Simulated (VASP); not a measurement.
# MgO (Fm-3m) in VASP: a series of runs, part 2 of 2

VASP 6.6.1. The steps go on from the part before.

## 4. Single point, PBE

Contents of INCAR:

```
ALGO = Normal
EDIFF = 1E-6
ENCUT = 600
GGA = PE
GGA_COMPAT = F
ISIF = 2
ISMEAR = 0
LASPH = T
LCHARG = F
LREAL = F
LWAVE = F
NBANDS = 11
NELM = 120
PREC = Accurate
SIGMA = 0.02
```

Contents of KPOINTS:

```
k-points
0
Gamma
  12 12 12
```

Contents of POSCAR:

```
MgO
1.0
    0.0000000000      1.7552448645      1.7552448645
    1.7552448645      0.0000000000      1.7552448645
    1.7552448645      1.7552448645      0.0000000000
Mg O
1 1
Direct
    0.0000000000      0.0000000000      0.0000000000
    0.5000000000      0.5000000000      0.5000000000
```

Potentials or basis: VASP PAW PBE potentials, release 64 (Mg, O).

Launch:

```bash
$ cat potpaw_PBE.64/Mg/POTCAR potpaw_PBE.64/O/POTCAR > POTCAR
$ mpirun -np 1 vasp_std > vasp.out
```

OUTCAR:

```text
EDIFF = 1E-6
   ENCUT = 600
   GGA = PE
   ISIF = 2
   ISMEAR = 0
   LASPH = T
   LREAL = F
   NELM = 120
   PREC = Accurate

 ion  position               nearest neighbor table
   1  0.000  0.000  0.000-   2 1.76   2 1.76   2 1.76   2 1.76   2 1.76   2 1.76
   2  0.500  0.500  0.500-   1 1.76   1 1.76   1 1.76   1 1.76   1 1.76   1 1.76

  LATTYP: Found a face centered cubic cell.
 ALAT       =     3.5104897290

  Lattice vectors:

 A1 = (   0.0000000000,   1.7552448645,   1.7552448645)
 A2 = (   1.7552448645,   0.0000000000,   1.7552448645)
 A3 = (   1.7552448645,   1.7552448645,   0.0000000000)

Analysis of symmetry for initial positions (statically):
=====================================================================
 Subroutine PRICEL returns:
 Original cell was already a primitive cell.

 Routine SETGRP: Setting up the symmetry group for a
 face centered cubic supercell.

 Subroutine GETGRP returns: Found 48 space group operations
 (whereof 48 operations were pure point group operations)
 out of a pool of 48 trial point group operations.

The static configuration has the point symmetry O_h .

Analysis of symmetry for dynamics (positions and initial velocities):
=====================================================================
 Subroutine PRICEL returns:
 Original cell was already a primitive cell.

 Routine SETGRP: Setting up the symmetry group for a
 face centered cubic supercell.

 Subroutine GETGRP returns: Found 48 space group operations
 (whereof 48 operations were pure point group operations)
 out of a pool of 48 trial point group operations.

The dynamic configuration has the point symmetry O_h .

 Subroutine INISYM returns: Found 48 space group operations
 (whereof 48 operations are pure point group operations),
 and found     1 'primitive' translations

----------------------------------------------------------------------------------------

                                     Primitive cell

  volume of cell :      10.8154

  direct lattice vectors                    reciprocal lattice vectors
     0.000000000  1.755244865  1.755244865    -0.284860540  0.284860540  0.284860540
     1.755244865  0.000000000  1.755244865     0.284860540 -0.284860540  0.284860540
     1.755244865  1.755244865  0.000000000     0.284860540  0.284860540 -0.284860540

  length of vectors
     2.482291093  2.482291093  2.482291093     0.493392928  0.493392928  0.493392928

  position of ions in fractional coordinates (direct lattice)
     0.000000000  0.000000000  0.000000000
     0.500000000  0.500000000  0.500000000

  ion indices of the primitive-cell ions
   primitive index   ion index
                 1           1
                 2           2

----------------------------------------------------------------------------------------

 KPOINTS: k-points

Automatic generation of k-mesh.
 Grid dimensions read from file:
 generate k-points for:   12   12   12

 Generating k-lattice:

  Cartesian coordinates                     Fractional coordinates (reciprocal lattice)
    -0.023738378  0.023738378  0.023738378     0.083333333  0.000000000  0.000000000
     0.023738378 -0.023738378  0.023738378     0.000000000  0.083333333  0.000000000
     0.023738378  0.023738378 -0.023738378     0.000000000  0.000000000  0.083333333

  Length of vectors
     0.041116077  0.041116077  0.041116077

  Shift w.r.t. Gamma in fractional coordinates (k-lattice)
     0.000000000  0.000000000  0.000000000

 Subroutine IBZKPT returns following result:
 ===========================================

 Found     72 irreducible k-points:

 Following reciprocal coordinates:
            Coordinates               Weight
  0.000000  0.000000  0.000000      1.000000
  0.083333  0.000000  0.000000      8.000000
  0.166667  0.000000  0.000000      8.000000
  0.250000  0.000000  0.000000      8.000000
  0.333333  0.000000  0.000000      8.000000
  0.416667  0.000000  0.000000      8.000000
[... 16 lines left out ...]
  0.500000  0.166667  0.000000     24.000000
 -0.416667  0.166667  0.000000     24.000000
 [... further k-points ...]
   k-points           NKPTS =     72   k-points in BZ     NKDIM =     72   number of bands    NBANDS=     11
   number of dos      NEDOS =    301   number of ions     NIONS =      2
   total plane-waves  NPLWV =   8000
   dimension x,y,z NGX =    20 NGY =   20 NGZ =   20
   dimension x,y,z NGXF=    40 NGYF=   40 NGZF=   40
   ions per type =               1   1
   NGX,Y,Z   is equivalent  to a cutoff of  13.39, 13.39, 13.39 a.u.
   NGXF,Y,Z  is equivalent  to a cutoff of  26.79, 26.79, 26.79 a.u.
 SYSTEM =  unknown system
   PREC   = accura    normal or accurate (medium, high low for compatibility)
   ISTART =      0    job   : 0-new  1-cont  2-samecut
   ICHARG =      2    charge: 1-file 2-atom 10-const
   ISPIN  =      1    spin polarized calculation?
   LNONCOLLINEAR =      F non collinear calculations
   LSORBIT =      F    spin-orbit coupling
   LASPH  =      T    aspherical Exc in radial PAW
   ENCUT  =  600.0 eV  44.10 Ry    6.64 a.u.   4.96  4.96  4.96*2*pi/ulx,y,z
   NELM   =    120;   NELMIN=  2; NELMDL= -5     # of ELM steps
   EDIFF  = 0.1E-05   stopping-criterion for ELM
   LREAL  =      F    real-space projection
   EDIFFG = 0.1E-04   stopping-criterion for IOM
   NSW    =      0    number of steps for IOM
   IBRION =     -1    ionic relax: 0-MD 1-quasi-New 2-CG
   NFREE  =      0    steps in history (QN), initial steepest desc. (CG)
   ISIF   =      2    stress and relaxation
   ISYM   =      2    0-nonsym 1-usesym 2-fastsym
   POTIM  = 0.5000    time-step for ionic-motion
   TEBEG  =    0.0;   TEEND  =   0.0 temperature during run
   PSTRESS=    0.0 pullay stress
   NELECT =       8.0000    total number of electrons
   NUPDOWN=      -1.0000    fix difference up-down
   EMIN   =  10.00;   EMAX   =-10.00  energy-range for DOS
   EFERMI =   0.00;   METHOD = LEGACY
   ISMEAR =     0;   SIGMA  =   0.02  broadening in eV -4-tet -1-fermi 0-gaus
   EFERMI_NEDOS =   21; number of points for ismear=-14 and -15
   IALGO  =     38    algorithm
   IMIX   =      4    mixing-type and parameters
     AMIX     =   0.40;   BMIX     =  1.00
     AMIX_MAG =   1.60;   BMIX_MAG =  1.00
  volume/ion in A,a.u.               =       5.41        36.49
  Fermi-wavevector in a.u.,A,eV,Ry     =   1.480552  2.797838 29.824453  2.192035
  Thomas-Fermi vector in A             =   2.594572
   LORBIT       =      0    0 simple, 1 ext, 2 COOP (PROOUT), +10 PAW based schemes
   GGA     = PE    functional components
   LHFCALC =     F    Hartree Fock is set to
   AEXX    =    0.0000 exact exchange contribution
   IVDW    =     0    specifies the selected vdW correction
   LEPSILON=     F    determine dielectric tensor
   LRPA    =     F    only Hartree local field effects (RPA)
 non-spin polarized calculation
 Gauss-broadening in eV      SIGMA  =   0.02
  energy-cutoff  :      600.00
  volume of cell :       10.82
 maximum number of plane-waves:       372
   NGX =  9   NGY =  9   NGZ =  9

 number of electron       8.0000005 magnetization

 Free energy of the ion-electron system (eV)
  ---------------------------------------------------
  ext. energy  EPLUGINS =         0.00000000
  ---------------------------------------------------
  free energy    TOTEN  =        -7.36194620 eV

  energy without entropy =       -7.36194620  energy(sigma->0) =       -7.36194620

 E-fermi :   8.8839     XC(G=0): -13.9732

 val. band max:        8.7691522066   @ k =   0.0000   0.0000   0.0000
 cond. band min:      17.7809861844   @ k =   0.5000   0.5000   0.0000
 fundamental gap:      9.0118339778
 Fermi energy:         8.8838892588

 k-point     1 :       0.0000    0.0000    0.0000
  band No.  band energies     occupation
      1     -12.2658      2.00000
      2       8.7692      2.00000
      3       8.7692      2.00000
      4       8.7692      2.00000
      5      20.9332      0.00000
      6      27.4279      0.00000
      7      27.4279      0.00000
      8      27.4280      0.00000
      9      33.0752      0.00000
     10      35.6757      0.00000
     11      35.6757      0.00000
[... 309 lines left out ...]
 k-point    24 :      -0.4167    0.1667    0.0000
  band No.  band energies     occupation
      1      -8.8479      2.00000
      2       1.7382      2.00000
      3       5.7798      2.00000
      4       6.9857      2.00000
      5      22.0845      0.00000
      6      26.5337      0.00000
      7      30.7511      0.00000
      8      32.8123      0.00000
      9      37.6547      0.00000
     10      38.2550      0.00000
     11      43.8137      0.00000

 [... further k-points ...]
[... 5 lines left out ...]
  --------------------------------------------------------------------------------------
  -------------------------------------------------------------------------------------
  Total       19.3858619     19.3858619     19.3858619      0.0000000      0.0000000      0.0000000
  in kB     2871.7892615   2871.7892615   2871.7892615      0.0000000      0.0000000      0.0000000
  external PRESSURE =    2871.7892615 kB  Pullay stress =       0.0000000 kB

 VOLUME and BASIS-vectors are now :
 -----------------------------------------------------------------------------
  energy-cutoff  :      600.00
  volume of cell :       10.82
      direct lattice vectors                 reciprocal lattice vectors
     0.000000000  1.755244865  1.755244865    -0.284860540  0.284860540  0.284860540
     1.755244865  0.000000000  1.755244865     0.284860540 -0.284860540  0.284860540
     1.755244865  1.755244865  0.000000000     0.284860540  0.284860540 -0.284860540

 POSITION                                       TOTAL-FORCE (eV/Angst)
 -----------------------------------------------------------------------------------
      0.00000      0.00000      0.00000         0.000000     -0.000000      0.000000
      1.75524      1.75524      1.75524        -0.000000      0.000000     -0.000000
 -----------------------------------------------------------------------------------
    total drift:                                0.000000      0.000000      0.000000

  FREE ENERGIE OF THE ION-ELECTRON SYSTEM (eV)
  ---------------------------------------------------
  free  energy   TOTEN  =        -7.3619461965 eV

  energy  without entropy=       -7.3619461965  energy(sigma->0) =       -7.36194620
```

It took 14 s on 1 thread of Intel Xeon 8259CL, shared host; peak memory 0.13 GiB.

Results:

| Property | Result |
| --- | --- |
| Free energy | -7.3619 eV |
| Pressure | 287.2 GPa |
| Band gap on the k mesh | 9.01 eV (least direct gap 11.25 eV) |

Levels at points of the mesh, in eV from the valence-band top:
| k point | band 2 | band 3 | band 4 | band 5 | band 6 | band 7 |
| --- | --- | --- | --- | --- | --- | --- |
| (0.00, 0.00, 0.00) | 0.00 | 0.00 | 0.00 | 12.16 | 18.66 | 18.66 |
| (0.50, 0.00, 0.00) | -7.70 | -1.64 | -1.64 | 11.90 | 19.49 | 22.71 |
| (0.50, 0.50, 0.00) | -6.73 | -2.24 | -2.24 | 9.01 | 17.53 | 20.16 |

Caveat: the cell stands under pressure. A k mesh can miss the band edges.

## 5. The runs side by side

```csv
k mesh,smearing,gap on the mesh (eV),pressure (GPa)
8 × 8 × 8,gaussian 0.1 eV,9.01,287.2
12 × 12 × 12,gaussian 0.01 eV,9.01,287.2
12 × 12 × 12,gaussian 0.02 eV,9.01,287.2
```

Alike in all rows: task single point; level PBE; potentials or basis VASP PAW PBE potentials, release 64 (Mg, O); no spin polarisation; cell a = 2.482 Å, angles 60.0°, 2 atoms; cutoff (eV) 600.

Caveats: the cell stands under pressure.

Absolute energies hang on the potentials; compare differences alone.
